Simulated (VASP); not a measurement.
# C (Cmmm) in VASP: single point with PBE

Aim: the single point of C with PBE.

Program: VASP 6.6.1. These are calculated values, not measurements. Logs are shortened: lines on timing, memory, paths and dates and some standing lists are left out, and cuts for length are marked.

### Step 1. The cell of the first run

It takes space group Cmmm (No. 65, orthorhombic). The conventional cell has a = 2.961 Å, b = 7.303 Å, c = 5.484 Å, α = 90.00°, β = 90.00°, γ = 90.00°. C (site symmetry 2) has 3 C at 1.48 Å within 2.0 Å. C (site symmetry mmm) has 8 C at 2.11 Å within 2.8 Å.

### Step 2. Single point, PBE

Input file INCAR:

```
PREC = Accurate
ENCUT = 520
EDIFF = 1E-6
ISMEAR = 0
SIGMA = 0.1
LREAL = False
LASPH = True
NELM = 80
ALGO = Normal
ISIF = 2
LWAVE = False
LCHARG = False
GGA = PE
NBANDS = 18
```

Input file KPOINTS:

```
regular mesh
0
Gamma
  14 14 8
```

Input file POSCAR:

```
C
1.0
    1.4804424824     -3.6514427249      0.0000000000
    1.4804424824      3.6514427249      0.0000000000
    0.0000000000      0.0000000000      5.4842213146
C
5
Direct
    0.5000000000      0.0000000000      0.1353668276
    0.0000000000      0.5000000000      0.8646331724
    0.0000000000      0.5000000000      0.1353668276
    0.5000000000      0.0000000000      0.8646331724
    0.0000000000      0.0000000000      0.0000000000
```

Potentials or basis: VASP PAW PBE potentials, release 64 (C).

Started as:

```bash
$ cat potpaw_PBE.64/C/POTCAR > POTCAR
$ mpirun -np 1 vasp_std > vasp.out
```

OUTCAR:

```text
PREC = Accurate
   ENCUT = 520
   EDIFF = 1E-6
   ISMEAR = 0
   LREAL = False
   LASPH = True
   NELM = 80
   ISIF = 2
   GGA = PE

 ion  position               nearest neighbor table
   1  0.500  0.000  0.135-   3 1.48   3 1.48   4 1.48
   2  0.000  0.500  0.865-   4 1.48   4 1.48   3 1.48
   3  0.000  0.500  0.135-   1 1.48   1 1.48   2 1.48
   4  0.500  0.000  0.865-   2 1.48   2 1.48   1 1.48
   5  0.000  0.000  0.000-

  LATTYP: Found a base centered orthorhombic cell.
 ALAT       =     2.9608849648
 B/A-ratio  =     2.4664536234
 C/A-ratio  =     1.8522237033

  Lattice vectors:

 A1 = (   1.4804424824,  -3.6514427249,   0.0000000000)
 A2 = (   1.4804424824,   3.6514427249,   0.0000000000)
 A3 = (   0.0000000000,   0.0000000000,   5.4842213146)

Analysis of symmetry for initial positions (statically):
=====================================================================
 Subroutine PRICEL returns:
 Original cell was already a primitive cell.

 Routine SETGRP: Setting up the symmetry group for a
 base centered orthorhombic supercell.

 Subroutine GETGRP returns: Found  8 space group operations
 (whereof  8 operations were pure point group operations)
 out of a pool of  8 trial point group operations.

The static configuration has the point symmetry D_2h.

Analysis of symmetry for dynamics (positions and initial velocities):
=====================================================================
 Subroutine PRICEL returns:
 Original cell was already a primitive cell.

 Routine SETGRP: Setting up the symmetry group for a
 base centered orthorhombic supercell.

 Subroutine GETGRP returns: Found  8 space group operations
 (whereof  8 operations were pure point group operations)
 out of a pool of  8 trial point group operations.

The dynamic configuration has the point symmetry D_2h.

 Subroutine INISYM returns: Found  8 space group operations
 (whereof  8 operations are pure point group operations),
 and found     1 'primitive' translations

----------------------------------------------------------------------------------------

                                     Primitive cell

  volume of cell :      59.2927

  direct lattice vectors                    reciprocal lattice vectors
[... 87 lines left out ...]
   ISPIN  =      1    spin polarized calculation?
   LNONCOLLINEAR =      F non collinear calculations
   LSORBIT =      F    spin-orbit coupling
   LASPH  =      T    aspherical Exc in radial PAW
   ENCUT  =  520.0 eV  38.22 Ry    6.18 a.u.   7.33  7.33 10.20*2*pi/ulx,y,z
   NELM   =     80;   NELMIN=  2; NELMDL= -5     # of ELM steps
   EDIFF  = 0.1E-05   stopping-criterion for ELM
   LREAL  =      F    real-space projection
   EDIFFG = 0.1E-04   stopping-criterion for IOM
   NSW    =      0    number of steps for IOM
   IBRION =     -1    ionic relax: 0-MD 1-quasi-New 2-CG
   NFREE  =      0    steps in history (QN), initial steepest desc. (CG)
   ISIF   =      2    stress and relaxation
   ISYM   =      2    0-nonsym 1-usesym 2-fastsym
   POTIM  = 0.5000    time-step for ionic-motion
   TEBEG  =    0.0;   TEEND  =   0.0 temperature during run
   PSTRESS=    0.0 pullay stress
   NELECT =      20.0000    total number of electrons
   NUPDOWN=      -1.0000    fix difference up-down
   EMIN   =  10.00;   EMAX   =-10.00  energy-range for DOS
   EFERMI =   0.00;   METHOD = LEGACY
   ISMEAR =     0;   SIGMA  =   0.10  broadening in eV -4-tet -1-fermi 0-gaus
   EFERMI_NEDOS =   21; number of points for ismear=-14 and -15
   IALGO  =     38    algorithm
   IMIX   =      4    mixing-type and parameters
     AMIX     =   0.40;   BMIX     =  1.00
     AMIX_MAG =   1.60;   BMIX_MAG =  1.00
  volume/ion in A,a.u.               =      11.86        80.03
  Fermi-wavevector in a.u.,A,eV,Ry     =   1.139597  2.153525 17.669621  1.298681
  Thomas-Fermi vector in A             =   2.276300
   LORBIT       =      0    0 simple, 1 ext, 2 COOP (PROOUT), +10 PAW based schemes
   GGA     = PE    functional components
   LHFCALC =     F    Hartree Fock is set to
   AEXX    =    0.0000 exact exchange contribution
   IVDW    =     0    specifies the selected vdW correction
   LEPSILON=     F    determine dielectric tensor
   LRPA    =     F    only Hartree local field effects (RPA)
 non-spin polarized calculation
 Gauss-broadening in eV      SIGMA  =   0.10
  energy-cutoff  :      520.00
  volume of cell :       59.29
 maximum number of plane-waves:      1629
 NGX is ok and might be reduce to    30
   NGX = 15   NGY = 15   NGZ = 21

 number of electron      20.0000003 magnetization

 Free energy of the ion-electron system (eV)
  ---------------------------------------------------
  ext. energy  EPLUGINS =         0.00000000
  ---------------------------------------------------
  free energy    TOTEN  =       -33.10609497 eV

  energy without entropy =      -33.10177179  energy(sigma->0) =      -33.10393338

 E-fermi :   3.0508     XC(G=0):  -8.6954

 val. band max:        3.0289478924   @ k =   0.0714   0.0000   0.0000
 cond. band min:       3.0712080658   @ k =   0.2143   0.0714   0.5000
 fundamental gap:      0.0422601733
 Fermi energy:         3.0508132243

 k-point     1 :       0.0000    0.0000    0.0000
  band No.  band energies     occupation
      1     -18.5871      2.00000
      2     -10.7091      2.00000
      3      -8.9836      2.00000
      4      -6.3383      2.00000
      5      -5.4704      2.00000
      6      -4.9083      2.00000
[... 481 lines left out ...]
      5      -6.1464      2.00000
      6      -3.8733      2.00000
[... 10 lines left out ...]
     17       9.5290      0.00000
     18       9.7696      0.00000

 [... further k-points ...]
[... 5 lines left out ...]
  --------------------------------------------------------------------------------------
  -------------------------------------------------------------------------------------
  Total        0.1724379      0.0122896      0.2189925      0.0000000      0.0000000      0.0000000
  in kB        4.6595320      0.3320824      5.9175073      0.0000000      0.0000000      0.0000000
  external PRESSURE =       3.6363739 kB  Pullay stress =       0.0000000 kB

 VOLUME and BASIS-vectors are now :
 -----------------------------------------------------------------------------
  energy-cutoff  :      520.00
  volume of cell :       59.29
      direct lattice vectors                 reciprocal lattice vectors
     1.480442482 -3.651442725  0.000000000     0.337736863 -0.136932177  0.000000000
     1.480442482  3.651442725  0.000000000     0.337736863  0.136932177  0.000000000
     0.000000000  0.000000000  5.484221315     0.000000000  0.000000000  0.182341292

 POSITION                                       TOTAL-FORCE (eV/Angst)
 -----------------------------------------------------------------------------------
      0.74022     -1.82572      0.74238         0.000000      0.000000      0.081963
      0.74022      1.82572      4.74184         0.000000      0.000000     -0.081963
      0.74022      1.82572      0.74238         0.000000      0.000000      0.081963
      0.74022     -1.82572      4.74184        -0.000000      0.000000     -0.081963
      0.00000      0.00000      0.00000         0.000000      0.000000      0.000000
 -----------------------------------------------------------------------------------
    total drift:                                0.000000     -0.000000      0.000000

  FREE ENERGIE OF THE ION-ELECTRON SYSTEM (eV)
  ---------------------------------------------------
  free  energy   TOTEN  =       -33.1060949665 eV

  energy  without entropy=      -33.1017717868  energy(sigma->0) =      -33.10393338
```

stdout:

```text
POSCAR found type information on POSCAR C
 POSCAR found :  1 types and       5 ions
 scaLAPACK will be used
 LDA part: xc-table for (Slater+PW92), standard interpolation
 POSCAR, INCAR and KPOINTS ok, starting setup
 FFT: planning ... GRIDC
 FFT: planning ... GRID_SOFT
 FFT: planning ... GRID
 WAVECAR not read
 entering main loop
```

Run time: 4.8 min. Hardware: 1 thread of AMD EPYC 7R43 (Zen 3), shared host; peak memory 0.29 GiB.

What came out:

```yaml
Free_energy: -33.1061 eV
Pressure: 0.4 GPa
Largest_force: 0.082 eV/Å
Band_gap_on_the_k_mesh: zero (bands 10 and 11 overlap by 1.97 eV)
```

Forces on the atoms (eV/Å):
```
C    0.000  0.000  0.082
C    0.000  0.000 -0.082
C    0.000  0.000  0.082
C    0.000  0.000 -0.082
C    0.000  0.000  0.000
```

Stress tensor (GPa, compression positive):
```
0.47 0.00 0.00
0.00 0.03 0.00
0.00 0.00 0.59
```

Caveat: this functional lacks dispersion, which binds layers or chains, so the pressure and a relaxed spacing across them are unreliable.

The gap in the log of VASP goes by the Fermi energy; the results here count the filled bands.